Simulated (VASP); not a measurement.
# SiC (R3m) in VASP: notebook

Runs on SiC. Level: PBE. Tasks: single point.

Everything below comes from runs of VASP 6.6.1. Logs are shortened: lines on timing, memory, paths and dates and some standing lists are left out, and cuts for length are marked.

### Step 1. The cell of the first run

The structure is trigonal, space group R3m (No. 160). The conventional cell has a = 2.984 Å, b = 2.984 Å, c = 7.192 Å, α = 90.00°, β = 90.00°, γ = 120.00°. Si (site symmetry 3m) has 4 C at 1.80 to 1.82 Å within 2.4 Å. Within 2.4 Å of C (site symmetry 3m) lie 4 Si at 1.80 to 1.82 Å.

### Step 2. Single point, PBE

File INCAR:

```
SYSTEM = SiC
  ALGO = Normal
  EDIFF = 1E-6
  ENCUT = 520
  GGA = PE
  ISIF = 2
  ISMEAR = 0
  LASPH = .TRUE.
  LCHARG = .FALSE.
  LREAL = .FALSE.
  LWAVE = .FALSE.
  NBANDS = 11
  NELM = 80
  PREC = Accurate
  SIGMA = 0.05
```

File KPOINTS:

```
k-points
0
G
  12 12 12
  0 0 0
```

File POSCAR:

```
SiC
1.0
    0.0000000000      2.1097285473      2.1097285473
    2.1097285473      0.0000000000      2.1097285473
    2.0873654247      2.0873654247      0.0223631226
Si C
1 1
Direct
    0.0000000000      0.0000000000      0.0000000000
    0.7500000000      0.7500000000      0.7500000000
```

Potentials or basis: VASP PAW PBE potentials, release 64 (Si, C).

Launch:

```sh
$ cat potpaw_PBE.64/Si/POTCAR potpaw_PBE.64/C/POTCAR > POTCAR
$ mpirun -np 1 vasp_std > vasp.out
```

OUTCAR:

```text
SYSTEM = SiC
   EDIFF = 1E-6
   ENCUT = 520
   GGA = PE
   ISIF = 2
   ISMEAR = 0
   LASPH = .TRUE.
   LREAL = .FALSE.
   NELM = 80
   PREC = Accurate

 ion  position               nearest neighbor table
   1  0.000  0.000  0.000-   2 1.80   2 1.82   2 1.82   2 1.82
   2  0.750  0.750  0.750-   1 1.80   1 1.82   1 1.82   1 1.82

  LATTYP: Found a trigonal (rhomboedric) cell.
 ALAT       =     2.9520651994
 COS(alpha) =     0.4892583576

  Lattice vectors:

 A1 = (   2.0873654247,  -0.0223631226,  -2.0873654247)
 A2 = (  -0.0223631226,   2.0873654247,  -2.0873654247)
 A3 = (   2.0873654247,   2.0873654247,   0.0223631226)

Analysis of symmetry for initial positions (statically):
=====================================================================
 Subroutine PRICEL returns:
 Original cell was already a primitive cell.

 Routine SETGRP: Setting up the symmetry group for a
 trigonal (rhombohedral) supercell.

 Subroutine GETGRP returns: Found  6 space group operations
 (whereof  6 operations were pure point group operations)
 out of a pool of 12 trial point group operations.

The static configuration has the point symmetry C_3v.

Analysis of symmetry for dynamics (positions and initial velocities):
=====================================================================
 Subroutine PRICEL returns:
 Original cell was already a primitive cell.

 Routine SETGRP: Setting up the symmetry group for a
 trigonal (rhombohedral) supercell.

 Subroutine GETGRP returns: Found  6 space group operations
 (whereof  6 operations were pure point group operations)
 out of a pool of 12 trial point group operations.

The dynamic configuration has the point symmetry C_3v.

 Subroutine INISYM returns: Found  6 space group operations
 (whereof  6 operations are pure point group operations),
 and found     1 'primitive' translations

----------------------------------------------------------------------------------------

                                     Primitive cell

  volume of cell :      18.4820

  direct lattice vectors                    reciprocal lattice vectors
     0.000000000  2.109728547  2.109728547    -0.238273695  0.235720934  0.238273695
     2.109728547  0.000000000  2.109728547     0.235720934 -0.238273695  0.238273695
     2.087365425  2.087365425  0.022363123     0.240826455  0.240826455 -0.240826455

  length of vectors
     2.983606725  2.983606725  2.952065199     0.411233591  0.411233591  0.417123656

  position of ions in fractional coordinates (direct lattice)
     0.000000000  0.000000000  0.000000000
     0.750000000  0.750000000  0.750000000

  ion indices of the primitive-cell ions
   primitive index   ion index
                 1           1
                 2           2

----------------------------------------------------------------------------------------

 KPOINTS: k-points

Automatic generation of k-mesh.
 Grid dimensions read from file:
 generate k-points for:   12   12   12

 Generating k-lattice:

  Cartesian coordinates                     Fractional coordinates (reciprocal lattice)
    -0.019856141  0.019643411  0.019856141     0.083333333  0.000000000 -0.000000000
     0.019643411 -0.019856141  0.019856141     0.000000000  0.083333333 -0.000000000
     0.020068871  0.020068871 -0.020068871     0.000000000  0.000000000  0.083333333

  Length of vectors
     0.034269466  0.034269466  0.034760305

  Shift w.r.t. Gamma in fractional coordinates (k-lattice)
     0.000000000  0.000000000  0.000000000

 Subroutine IBZKPT returns following result:
 ===========================================

 Found    189 irreducible k-points:

 Following reciprocal coordinates:
            Coordinates               Weight
  0.000000  0.000000  0.000000      1.000000
  0.083333  0.000000 -0.000000      6.000000
  0.166667  0.000000  0.000000      6.000000
  0.250000  0.000000  0.000000      6.000000
  0.333333  0.000000 -0.000000      6.000000
  0.416667  0.000000 -0.000000      6.000000
[... 16 lines left out ...]
  0.500000  0.166667 -0.000000     12.000000
 -0.416667  0.166667 -0.000000     12.000000
 [... further k-points ...]
   k-points           NKPTS =    189   k-points in BZ     NKDIM =    189   number of bands    NBANDS=     11
   number of dos      NEDOS =    301   number of ions     NIONS =      2
   total plane-waves  NPLWV =  13824
   dimension x,y,z NGX =    24 NGY =   24 NGZ =   24
   dimension x,y,z NGXF=    48 NGYF=   48 NGZF=   48
   ions per type =               1   1
   NGX,Y,Z   is equivalent  to a cutoff of  13.37, 13.37, 13.52 a.u.
   NGXF,Y,Z  is equivalent  to a cutoff of  26.75, 26.75, 27.03 a.u.
 SYSTEM =  SiC
   PREC   = accura    normal or accurate (medium, high low for compatibility)
   ISTART =      0    job   : 0-new  1-cont  2-samecut
   ICHARG =      2    charge: 1-file 2-atom 10-const
   ISPIN  =      1    spin polarized calculation?
   LNONCOLLINEAR =      F non collinear calculations
   LSORBIT =      F    spin-orbit coupling
   LASPH  =      T    aspherical Exc in radial PAW
   ENCUT  =  520.0 eV  38.22 Ry    6.18 a.u.   5.55  5.55  5.49*2*pi/ulx,y,z
   NELM   =     80;   NELMIN=  2; NELMDL= -5     # of ELM steps
   EDIFF  = 0.1E-05   stopping-criterion for ELM
   LREAL  =      F    real-space projection
   EDIFFG = 0.1E-04   stopping-criterion for IOM
   NSW    =      0    number of steps for IOM
   IBRION =     -1    ionic relax: 0-MD 1-quasi-New 2-CG
   NFREE  =      0    steps in history (QN), initial steepest desc. (CG)
   ISIF   =      2    stress and relaxation
   ISYM   =      2    0-nonsym 1-usesym 2-fastsym
   POTIM  = 0.5000    time-step for ionic-motion
   TEBEG  =    0.0;   TEEND  =   0.0 temperature during run
   PSTRESS=    0.0 pullay stress
   NELECT =       8.0000    total number of electrons
   NUPDOWN=      -1.0000    fix difference up-down
   EMIN   =  10.00;   EMAX   =-10.00  energy-range for DOS
   EFERMI =   0.00;   METHOD = LEGACY
   ISMEAR =     0;   SIGMA  =   0.05  broadening in eV -4-tet -1-fermi 0-gaus
   EFERMI_NEDOS =   21; number of points for ismear=-14 and -15
   IALGO  =     38    algorithm
   IMIX   =      4    mixing-type and parameters
     AMIX     =   0.40;   BMIX     =  1.00
     AMIX_MAG =   1.60;   BMIX_MAG =  1.00
  volume/ion in A,a.u.               =       9.24        62.36
  Fermi-wavevector in a.u.,A,eV,Ry     =   1.238384  2.340206 20.865810  1.533594
  Thomas-Fermi vector in A             =   2.372911
   LORBIT       =      0    0 simple, 1 ext, 2 COOP (PROOUT), +10 PAW based schemes
   GGA     = PE    functional components
   LHFCALC =     F    Hartree Fock is set to
   AEXX    =    0.0000 exact exchange contribution
   IVDW    =     0    specifies the selected vdW correction
   LEPSILON=     F    determine dielectric tensor
   LRPA    =     F    only Hartree local field effects (RPA)
 non-spin polarized calculation
 Gauss-broadening in eV      SIGMA  =   0.05
  energy-cutoff  :      520.00
  volume of cell :       18.48
 maximum number of plane-waves:       531
 NGX is ok and might be reduce to    24
   NGX = 11   NGY = 11   NGZ = 11

 number of electron       8.0000000 magnetization

 Free energy of the ion-electron system (eV)
  ---------------------------------------------------
  ext. energy  EPLUGINS =         0.00000000
  ---------------------------------------------------
  free energy    TOTEN  =       -14.80713553 eV

  energy without entropy =      -14.80713553  energy(sigma->0) =      -14.80713553

 E-fermi :   9.7230     XC(G=0): -11.8565

 val. band max:        9.4992738265   @ k =   0.0000   0.0000   0.0000
 cond. band min:      10.6630009963   @ k =   0.5000   0.5000  -0.0000
 fundamental gap:      1.1637271698
 Fermi energy:         9.7229881859

 k-point     1 :       0.0000    0.0000    0.0000
  band No.  band energies     occupation
      1      -6.8933      2.00000
      2       9.3862      2.00000
      3       9.3862      2.00000
      4       9.4993      2.00000
      5      16.8881      0.00000
      6      17.4284      0.00000
      7      17.4284      0.00000
      8      17.9556      0.00000
      9      24.6203      0.00000
     10      24.6203      0.00000
     11      27.5796      0.00000

 k-point     2 :       0.0833    0.0000   -0.0000
  band No.  band energies     occupation
      1      -6.7461      2.00000
      2       8.6506      2.00000
      3       9.2950      2.00000
      4       9.3920      2.00000
      5      17.0408      0.00000
      6      17.6149      0.00000
      7      17.6964      0.00000
      8      18.1245      0.00000
      9      23.7780      0.00000
     10      23.8552      0.00000
     11      26.8642      0.00000

 k-point     3 :       0.1667    0.0000    0.0000
  band No.  band energies     occupation
      1      -6.3083      2.00000
      2       6.9270      2.00000
      3       9.0689      2.00000
      4       9.1509      2.00000
      5      16.8270      0.00000
      6      17.9612      0.00000
      7      18.2606      0.00000
      8      18.8805      0.00000
      9      22.8911      0.00000
     10      23.0763      0.00000
     11      26.0482      0.00000

 k-point     4 :       0.2500    0.0000    0.0000
  band No.  band energies     occupation
      1      -5.5942      2.00000
      2       4.8804      2.00000
      3       8.8027      2.00000
      4       8.8663      2.00000
      5      16.4908      0.00000
      6      17.9637      0.00000
      7      18.2388      0.00000
      8      19.7839      0.00000
      9      23.0772      0.00000
     10      23.3811      0.00000
     11      25.6469      0.00000
[... 239 lines left out ...]
 k-point    22 :       0.4167    0.1667   -0.0000
  band No.  band energies     occupation
      1      -3.7880      2.00000
      2       2.5671      2.00000
      3       7.0647      2.00000
      4       7.5597      2.00000
      5      14.6029      0.00000
      6      18.1389      0.00000
      7      19.5244      0.00000
      8      19.8582      0.00000
      9      23.9372      0.00000
     10      27.9180      0.00000
     11      28.7146      0.00000

 k-point    23 :       0.5000    0.1667   -0.0000
  band No.  band energies     occupation
      1      -2.7927      2.00000
      2       1.0991      2.00000
      3       6.5676      2.00000
      4       7.6492      2.00000
      5      14.6540      0.00000
      6      18.1880      0.00000
      7      19.0286      0.00000
      8      21.0192      0.00000
      9      24.3704      0.00000
     10      27.9904      0.00000
     11      29.0466      0.00000

 k-point    24 :      -0.4167    0.1667   -0.0000
  band No.  band energies     occupation
      1      -2.5930      2.00000
      2       0.8406      2.00000
      3       6.2105      2.00000
      4       7.9055      2.00000
      5      14.9952      0.00000
      6      18.1255      0.00000
      7      18.6946      0.00000
      8      21.6625      0.00000
      9      25.1337      0.00000
     10      25.9606      0.00000
     11      28.9251      0.00000

 [... further k-points ...]
[... 5 lines left out ...]
  --------------------------------------------------------------------------------------
  -------------------------------------------------------------------------------------
  Total        4.0142097      4.0142097      4.0142097      0.4613682     -0.4613682     -0.4613682
  in kB      347.9859232    347.9859232    347.9859232     39.9953331    -39.9953331    -39.9953331
  external PRESSURE =     347.9859232 kB  Pullay stress =       0.0000000 kB

 VOLUME and BASIS-vectors are now :
 -----------------------------------------------------------------------------
  energy-cutoff  :      520.00
  volume of cell :       18.48
      direct lattice vectors                 reciprocal lattice vectors
     0.000000000  2.109728547  2.109728547    -0.238273695  0.235720934  0.238273695
     2.109728547  0.000000000  2.109728547     0.235720934 -0.238273695  0.238273695
     2.087365425  2.087365425  0.022363123     0.240826455  0.240826455 -0.240826455

 POSITION                                       TOTAL-FORCE (eV/Angst)
 -----------------------------------------------------------------------------------
      0.00000      0.00000      0.00000        -0.171044     -0.171044      0.171044
      3.14782      3.14782      3.18137         0.171044      0.171044     -0.171044
 -----------------------------------------------------------------------------------
    total drift:                               -0.000013     -0.000013      0.000013

  FREE ENERGIE OF THE ION-ELECTRON SYSTEM (eV)
  ---------------------------------------------------
  free  energy   TOTEN  =       -14.8071355324 eV

  energy  without entropy=      -14.8071355324  energy(sigma->0) =      -14.80713553
```

Wall time 18 s (1 thread of Intel Xeon Platinum 8488C (Sapphire Rapids), shared host); peak memory 0.15 GiB.

Results:

| Item | Value |
| --- | --- |
| Free energy | -14.8071 eV |
| Pressure | 34.8 GPa |
| Largest force | 0.296 eV/Å |
| Band gap on the k mesh | 1.16 eV, indirect (least direct gap 4.54 eV) |

Forces in eV/Å, atoms in the order of the input:
```
Si  -0.171 -0.171  0.171
C    0.171  0.171 -0.171
```

Levels at points of the mesh, in eV from the valence-band top:
| k point | band 1 | band 2 | band 3 | band 4 | band 5 | band 6 | band 7 | band 8 | band 9 |
| --- | --- | --- | --- | --- | --- | --- | --- | --- | --- |
| (0.00, 0.00, 0.00) | -16.39 | -0.11 | -0.11 | 0.00 | 7.39 | 7.93 | 7.93 | 8.46 | 15.12 |
| (0.50, 0.00, 0.00) | -12.43 | -9.27 | -1.13 | -1.10 | 6.49 | 7.55 | 7.81 | 10.65 | 17.53 |
| (0.50, 0.50, 0.00) | -10.82 | -8.25 | -3.57 | -3.38 | 1.16 | 4.67 | 15.27 | 15.33 | 16.34 |
| (0.00, 0.00, 0.50) | -12.25 | -9.21 | -1.25 | -1.25 | 6.17 | 7.47 | 7.47 | 10.52 | 17.64 |

A k mesh can miss the band edges.

(Continued in part 2 of 2.)
